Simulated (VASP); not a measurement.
# CuO (Pm-3m) in VASP: notebook, part 3 of 3

VASP 6.6.1.

### 4 Single point, PBE (volume scaled by 1.04)

Input file INCAR:

```
SYSTEM = CuO
PREC = Accurate
ENCUT = 520
EDIFF = 1E-6
ISMEAR = -1
SIGMA = 0.05
LREAL = .FALSE.
LASPH = .TRUE.
NELM = 60
ALGO = Normal
ISIF = 2
LWAVE = .FALSE.
LCHARG = .FALSE.
GGA = PE
NBANDS = 16
```

Input file KPOINTS:

```
regular mesh
0
G
  10 10 10
  0 0 0
```

Input file POSCAR:

```
CuO
1.0
    2.5861406542      0.0000000000      0.0000000000
    0.0000000000      2.5861406542      0.0000000000
    0.0000000000      0.0000000000      2.5861406542
Cu O
1 1
Direct
    0.0000000000      0.0000000000      0.0000000000
    0.5000000000      0.5000000000      0.5000000000
```

Potentials or basis: VASP PAW PBE potentials, release 64 (Cu, O).

Started as:

```
> cat potpaw_PBE.64/Cu/POTCAR potpaw_PBE.64/O/POTCAR > POTCAR
> mpirun -np 1 vasp_std > vasp.out
```

OUTCAR:

```text
SYSTEM = CuO
   PREC = Accurate
   ENCUT = 520
   EDIFF = 1E-6
   ISMEAR = -1
   LREAL = .FALSE.
   LASPH = .TRUE.
   NELM = 60
   ISIF = 2
   GGA = PE

 ion  position               nearest neighbor table
   1  0.000  0.000  0.000-   2 2.24   2 2.24   2 2.24   2 2.24   2 2.24   2 2.24   2 2.24   2 2.24

   2  0.500  0.500  0.500-   1 2.24   1 2.24   1 2.24   1 2.24   1 2.24   1 2.24   1 2.24   1 2.24

  LATTYP: Found a simple cubic cell.
 ALAT       =     2.5861406542

  Lattice vectors:

 A1 = (   2.5861406542,   0.0000000000,   0.0000000000)
 A2 = (   0.0000000000,   2.5861406542,   0.0000000000)
 A3 = (   0.0000000000,   0.0000000000,   2.5861406542)

Analysis of symmetry for initial positions (statically):
=====================================================================
 Subroutine PRICEL returns:
 Original cell was already a primitive cell.

 Routine SETGRP: Setting up the symmetry group for a
 simple cubic supercell.

 Subroutine GETGRP returns: Found 48 space group operations
 (whereof 48 operations were pure point group operations)
 out of a pool of 48 trial point group operations.

The static configuration has the point symmetry O_h .

Analysis of symmetry for dynamics (positions and initial velocities):
=====================================================================
 Subroutine PRICEL returns:
 Original cell was already a primitive cell.

 Routine SETGRP: Setting up the symmetry group for a
 simple cubic supercell.

 Subroutine GETGRP returns: Found 48 space group operations
 (whereof 48 operations were pure point group operations)
 out of a pool of 48 trial point group operations.

The dynamic configuration has the point symmetry O_h .

 Subroutine INISYM returns: Found 48 space group operations
 (whereof 48 operations are pure point group operations),
 and found     1 'primitive' translations

----------------------------------------------------------------------------------------

                                     Primitive cell

[... 110 lines left out ...]
     AMIX_MAG =   1.60;   BMIX_MAG =  1.00
  volume/ion in A,a.u.               =       8.65        58.36
  Fermi-wavevector in a.u.,A,eV,Ry     =   1.627692  3.075893 36.047037  2.649382
  Thomas-Fermi vector in A             =   2.720446
   LORBIT       =      0    0 simple, 1 ext, 2 COOP (PROOUT), +10 PAW based schemes
   GGA     = PE    functional components
   LHFCALC =     F    Hartree Fock is set to
   AEXX    =    0.0000 exact exchange contribution
   IVDW    =     0    specifies the selected vdW correction
   LEPSILON=     F    determine dielectric tensor
   LRPA    =     F    only Hartree local field effects (RPA)
 non-spin polarized calculation
  energy-cutoff  :      520.00
  volume of cell :       17.30
 maximum number of plane-waves:       480
 NGX is ok and might be reduce to    20
   NGX =  9   NGY =  9   NGZ =  9

 number of electron      16.9999985 magnetization

 Free energy of the ion-electron system (eV)
  ---------------------------------------------------
  ext. energy  EPLUGINS =         0.00000000
  ---------------------------------------------------
  free energy    TOTEN  =        -8.58396212 eV

  energy without entropy =       -8.55983326  energy(sigma->0) =       -8.57189769

 E-fermi :   7.1146     XC(G=0): -13.1106

 val. band max:        7.0856432599   @ k =   0.5000   0.1000   0.0000
 cond. band min:       7.1205048876   @ k =   0.5000   0.4000   0.2000
 fundamental gap:      0.0348616277
 Fermi energy:         7.1146449282

 k-point     1 :       0.0000    0.0000    0.0000
  band No.  band energies     occupation
      1     -12.6315      2.00000
      2       3.6320      2.00000
      3       3.6320      2.00000
      4       5.1468      2.00000
      5       5.1468      2.00000
      6       5.1468      2.00000
[... 433 lines left out ...]
      3       3.3484      2.00000
      4       3.7469      2.00000
      5       4.1473      2.00000
      6       5.2598      2.00000
[... 8 lines left out ...]
     15      33.2519      0.00000
     16      33.5601      0.00000

 [... further k-points ...]

------------------------ aborting loop because EDIFF is reached ----------------------------------------

  FORCE on cell =-STRESS in cart. coord.  units (eV):
  Direction    XX          YY          ZZ          XY          YZ          ZX
  --------------------------------------------------------------------------------------
  -------------------------------------------------------------------------------------
  Total        1.2284345      1.2284345      1.2284345     -0.0000000     -0.0000000     -0.0000000
  in kB      113.7905397    113.7905397    113.7905397     -0.0000000     -0.0000000     -0.0000000
  external PRESSURE =     113.7905397 kB  Pullay stress =       0.0000000 kB

 VOLUME and BASIS-vectors are now :
 -----------------------------------------------------------------------------
  energy-cutoff  :      520.00
  volume of cell :       17.30
      direct lattice vectors                 reciprocal lattice vectors
     2.586140654  0.000000000  0.000000000     0.386676571  0.000000000  0.000000000
     0.000000000  2.586140654  0.000000000     0.000000000  0.386676571  0.000000000
     0.000000000  0.000000000  2.586140654     0.000000000  0.000000000  0.386676571

 POSITION                                       TOTAL-FORCE (eV/Angst)
 -----------------------------------------------------------------------------------
      0.00000      0.00000      0.00000         0.000000      0.000000      0.000000
      1.29307      1.29307      1.29307         0.000000      0.000000      0.000000
 -----------------------------------------------------------------------------------
    total drift:                                0.000000      0.000000      0.000000

  FREE ENERGIE OF THE ION-ELECTRON SYSTEM (eV)
  ---------------------------------------------------
  free  energy   TOTEN  =        -8.5839621200 eV

  energy  without entropy=       -8.5598332569  energy(sigma->0) =       -8.57189769
```

stdout:

```text
POSCAR found type information on POSCAR CuO
 POSCAR found :  2 types and       2 ions
 scaLAPACK will be used
 LDA part: xc-table for (Slater+PW92), standard interpolation
 POSCAR, INCAR and KPOINTS ok, starting setup
 FFT: planning ... GRIDC
 FFT: planning ... GRID_SOFT
 FFT: planning ... GRID
 WAVECAR not read
 entering main loop
```

Wall time 14 s (1 thread of Intel Xeon Platinum 8488C (Sapphire Rapids), shared host); peak memory 0.13 GiB.

Results:

- Free energy: -8.5840 eV
- Pressure: 11.4 GPa

Caveat: an odd number of electrons without spin polarisation forces a metal; a magnetic or distorted state may lie lower; semilocal functionals often make such compounds metallic where correlation or magnetic order opens a gap, which also shifts bond lengths.

### 5 Single point, PBE (volume scaled by 1.06)

Input file INCAR:

```
SYSTEM = CuO
PREC = Accurate
ENCUT = 520
EDIFF = 1E-6
ISMEAR = -1
SIGMA = 0.05
LREAL = .False.
LASPH = .True.
NELM = 80
ALGO = Normal
ISIF = 2
LWAVE = .False.
LCHARG = .False.
GGA = PE
NBANDS = 16
```

Input file KPOINTS:

```
regular mesh
0
Gamma
  10 10 10
  0 0 0
```

Input file POSCAR:

```
CuO
1.0
    2.6026133318      0.0000000000      0.0000000000
    0.0000000000      2.6026133318      0.0000000000
    0.0000000000      0.0000000000      2.6026133318
Cu O
1 1
Direct
    0.0000000000      0.0000000000      0.0000000000
    0.5000000000      0.5000000000      0.5000000000
```

Potentials or basis: VASP PAW PBE potentials, release 64 (Cu, O).

Started as:

```
> cat potpaw_PBE.64/Cu/POTCAR potpaw_PBE.64/O/POTCAR > POTCAR
> mpirun -np 1 vasp_std > vasp.out
```

OUTCAR:

```text
SYSTEM = CuO
   PREC = Accurate
   ENCUT = 520
   EDIFF = 1E-6
   ISMEAR = -1
   LREAL = .False.
   LASPH = .True.
   NELM = 80
   ISIF = 2
   GGA = PE

 ion  position               nearest neighbor table
   1  0.000  0.000  0.000-   2 2.25   2 2.25   2 2.25   2 2.25   2 2.25   2 2.25   2 2.25   2 2.25

   2  0.500  0.500  0.500-   1 2.25   1 2.25   1 2.25   1 2.25   1 2.25   1 2.25   1 2.25   1 2.25

  LATTYP: Found a simple cubic cell.
 ALAT       =     2.6026133318

[... 644 lines left out ...]

------------------------ aborting loop because EDIFF is reached ----------------------------------------

  FORCE on cell =-STRESS in cart. coord.  units (eV):
  Direction    XX          YY          ZZ          XY          YZ          ZX
  --------------------------------------------------------------------------------------
  -------------------------------------------------------------------------------------
  Total        0.7992900      0.7992900      0.7992900      0.0000000     -0.0000000      0.0000000
  in kB       72.6417045     72.6417045     72.6417045      0.0000000     -0.0000000      0.0000000
  external PRESSURE =      72.6417045 kB  Pullay stress =       0.0000000 kB

 VOLUME and BASIS-vectors are now :
 -----------------------------------------------------------------------------
  energy-cutoff  :      520.00
  volume of cell :       17.63
      direct lattice vectors                 reciprocal lattice vectors
     2.602613332  0.000000000  0.000000000     0.384229185  0.000000000  0.000000000
     0.000000000  2.602613332  0.000000000     0.000000000  0.384229185  0.000000000
     0.000000000  0.000000000  2.602613332     0.000000000  0.000000000  0.384229185

 POSITION                                       TOTAL-FORCE (eV/Angst)
 -----------------------------------------------------------------------------------
      0.00000      0.00000      0.00000         0.000000      0.000000      0.000000
      1.30131      1.30131      1.30131         0.000000      0.000000      0.000000
 -----------------------------------------------------------------------------------
    total drift:                                0.000000      0.000000      0.000000

  FREE ENERGIE OF THE ION-ELECTRON SYSTEM (eV)
  ---------------------------------------------------
  free  energy   TOTEN  =        -8.6038917626 eV

  energy  without entropy=       -8.5790246629  energy(sigma->0) =       -8.59145821
```

stdout:

```text
POSCAR found type information on POSCAR CuO
 POSCAR found :  2 types and       2 ions
 scaLAPACK will be used
 LDA part: xc-table for (Slater+PW92), standard interpolation
 POSCAR, INCAR and KPOINTS ok, starting setup
 FFT: planning ... GRIDC
 FFT: planning ... GRID_SOFT
 FFT: planning ... GRID
 WAVECAR not read
 entering main loop
```

It took 11 s on 1 thread of Intel Xeon Platinum 8488C (Sapphire Rapids), shared host; peak memory 0.13 GiB.

What came out:

| Property | Result |
| --- | --- |
| Free energy | -8.6039 eV |
| Pressure | 7.3 GPa |

Caveat: an odd number of electrons without spin polarisation forces a metal; a magnetic or distorted state may lie lower; semilocal functionals often make such compounds metallic where correlation or magnetic order opens a gap, which also shifts bond lengths.

### 6 The runs side by side

| cell | gap on the mesh (eV) | pressure (GPa) |
| --- | --- | --- |
| a = 2.553 Å, 2 atoms | none | 21.1 |
| a = 2.569 Å, 2 atoms | none | 16.0 |
| a = 2.586 Å, 2 atoms | none | 11.4 |
| a = 2.603 Å, 2 atoms | none | 7.3 |

Alike in all rows: task single point; level PBE; potentials or basis VASP PAW PBE potentials, release 64 (Cu, O); no spin polarisation; k mesh 10 × 10 × 10; cutoff (eV) 520; smearing fermi-dirac 0.05 eV.

Caveats: an odd number of electrons without spin polarisation forces a metal; a magnetic or distorted state may lie lower; semilocal functionals often make such compounds metallic where correlation or magnetic order opens a gap, which also shifts bond lengths.

Absolute energies hang on the potentials; compare differences alone.
